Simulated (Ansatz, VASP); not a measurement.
# HgTe in VASP and in Ansatz

```
CELL_PARAMETERS angstrom
0.00000 3.26592 3.26592
3.26592 0.00000 3.26592
3.26592 3.26592 0.00000
ATOMIC_POSITIONS crystal
Hg 0.00000 0.00000 0.00000
Te 0.75000 0.75000 0.75000
```

Change from the starting cell: volume scaled by 1.04, crystal datasets.

Alike in both runs: task electric field gradients; functional PBE; k mesh 11 × 11 × 11; occupations fermi-dirac, width 0.03 eV; no spin polarisation.

|  | VASP | Ansatz |
| --- | --- | --- |
| version | VASP 6.6.1 | Ansatz 0.2.0 |
| potentials or method | VASP PAW PBE potentials, release 64 (Hg, Te), cutoff 520 eV | all-electron PAW with datasets made for the crystal, scalar-relativistic |

```tsv
	VASP	Ansatz	Ansatz less VASP
pressure (GPa)	2.2	2.1	-0.06
```

Ansatz ran all-electron here, and VASP with PAW potentials.

Neither program's run includes spin-orbit coupling.
